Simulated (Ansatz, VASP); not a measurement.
## One calculation of C, two programs

File INCAR:

```
SYSTEM = C
PREC     = Accurate       ! precision mode
ENCUT    = 520            ! plane-wave cutoff, eV
EDIFF    = 1E-7           ! SCF threshold, eV
ISMEAR   = 0              ! smearing method
SIGMA    = 0.03           ! smearing width, eV
LREAL    = .False.        ! projectors in reciprocal space
LASPH    = .True.         ! aspherical terms in the spheres
NELM     = 100            ! most SCF steps
ALGO     = Normal         ! electronic algorithm
ISIF     = 2              ! what is computed and relaxed
LWAVE    = .False.        ! write WAVECAR
LCHARG   = .False.        ! write CHGCAR
GGA      = PS             ! functional
IVDW     = 12             ! dispersion correction
NBANDS   = 11             ! bands
```

File KPOINTS:

```
Automatic mesh
0
Gamma
  16 16 16
  0 0 0
```

POSCAR

```
C
1.0
    0.0000000000      2.0696277651      3.2332036561
    1.1956910189      0.0000000000      3.2332036561
    1.1956910189      2.0696277651      0.0000000000
C
2
Direct
    0.1784547694      0.8215452306      0.1784547694
    0.8215452306      0.1784547694      0.8215452306
```

Input for Ansatz:

```yaml
crystal:
  lattice:
    - [0.0, 2.0696277651, 3.2332036561]
    - [1.1956910189, 0.0, 3.2332036561]
    - [1.1956910189, 2.0696277651, 0.0]
  atoms:
    - { symbol: C, position: [0.1784547694, 0.8215452306, 0.1784547694] }
    - { symbol: C, position: [0.8215452306, 0.1784547694, 0.8215452306] }
basis:
  ecutwfc: 520.0
kpoints:
  mp_grid: { grid: [16, 16, 16] }
hamiltonian:
  xc: pbesol
  pseudopotentials: { kind: paw, azcp: { folder: soft_1 } }
  dispersion: d3bj
scf:
  occupations: { method: gaussian, width: 0.03 }
output:
  forces: true
  stress: true
  eigenvalues: true
  write_density: true
  write_potential: true
  elf: true
  volumetric_format: npy
```

Alike in both runs: task single point; functional PBEsol; dispersion D3(BJ); k mesh 16 × 16 × 16; occupations gaussian, width 0.03 eV; no spin polarisation.

|  | VASP | Ansatz |
| --- | --- | --- |
| version | VASP 6.6.1 | Ansatz 0.2.0 |
| potentials or method | VASP PAW PBE potentials, release 64 (C), cutoff 520 eV | scalar-relativistic, plane waves, PAW |
| valence electrons in the cell | 8 | 8 |

|  | VASP | Ansatz | Ansatz less VASP |
| --- | --- | --- | --- |
| gap on the k mesh at the Fermi level (eV) | 0.20 | 0.20 | -0.002 |
| least direct gap on the mesh (eV) | 0.20 | 0.20 | -0.002 |
| rms of the force components (eV/Å) | 3.300 | 3.300 | +0.0005 |

VASP's potentials were made for PBE, not for PBEsol, and Ansatz warns of the same on its side. Atom by atom the forces differ by 0.000 eV/Å (rms over components).
